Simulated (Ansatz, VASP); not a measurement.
# Ta: VASP beside Ansatz

```xyz
2
Lattice="2.8612 0.0000 0.0000 -1.4306 2.4778 0.0000 0.0000 0.0000 5.0965" Properties=species:S:1:pos:R:3 pbc="T T T"
Ta    0.0000    1.6519    1.2741
Ta    1.4306    0.8259    3.8223
```

Change from the starting cell: volume scaled by 0.96.

Alike in both runs: task single point; functional RPBE; dispersion D3(BJ); k mesh 11 × 11 × 5; occupations methfessel-paxton of order 1, width 0.2 eV; no spin polarisation.

```csv
,VASP,Ansatz
version,VASP 6.6.1,Ansatz 0.2.0
potentials or method,"VASP PAW PBE potentials, release 64 (Ta_pv), cutoff 520 eV","all-electron LAPW, scalar-relativistic"
```

```tsv
	VASP	Ansatz	Ansatz less VASP
gap on the k mesh at the Fermi level (eV)	none	none	-
pressure (GPa)	-32.5	-32.7	-0.13
traceless stress, the component that is largest in VASP (GPa)	-2.93	-2.89	+0.040
```

VASP's potentials were made for PBE, not for RPBE. A gap of «none» marks a metal or a gap that the smearing closes. Both programs put the cell under strong tension, so it lies far from rest at this level. Ansatz ran all-electron here, and VASP with PAW potentials.

Neither program's run includes spin-orbit coupling. Noted on VASP's run: the cell as given lies far from equilibrium.
